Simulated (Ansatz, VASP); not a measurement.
One calculation of BeTe, two programs

```
Be Te
1.0
    11.88374    0.00000    0.00000
     0.00000   11.88374    0.00000
     0.00000    0.00000    3.93477
Be Te
8 8
Cartesian
  6.8841 7.5637 0.0000
  10.2619 10.9416 1.9674
  4.9997 4.3201 0.0000
  1.6218 0.9422 1.9674
  7.5637 4.9997 1.9674
  10.9416 1.6218 0.0000
  4.3201 6.8841 1.9674
  0.9422 10.2619 0.0000
  0.0385 9.2599 1.9674
  3.3180 5.9804 0.0000
  11.8452 2.6239 1.9674
  8.5658 5.9033 0.0000
  2.6239 0.0385 0.0000
  5.9033 3.3180 1.9674
  9.2599 11.8452 0.0000
  5.9804 8.5658 1.9674
```

Alike in both runs: functional PBE; k mesh 4 × 4 × 8; occupations gaussian, width 0.02 eV; no spin polarisation.

Ansatz relaxed the structure, and its values are those at the end. VASP's run is a single point on that final structure, the one shown.

```csv
,VASP,Ansatz
version,VASP 6.6.1,Ansatz 0.2.0
potentials or method,"VASP PAW PBE potentials, release 64 (Be, Te), cutoff 520 eV","scalar-relativistic, plane waves, PAW"
valence electrons in the cell,64,144
```

```tsv
	VASP	Ansatz	Ansatz less VASP
gap on the k mesh at the Fermi level (eV)	1.94	1.94	+0.002
least direct gap on the mesh (eV)	1.94	1.94	+0.002
pressure (GPa)	0.1	0.0	-0.11
rms of the force components (eV/Å)	0.013	0.001	-0.0113
```

With one functional, cell and mesh, what is left measures potentials, basis and numerics. VASP's potentials hold 64 valence electrons a cell and Ansatz's 144, so a difference there can come from the potentials and not from the codes.

Spin-orbit coupling is off throughout.
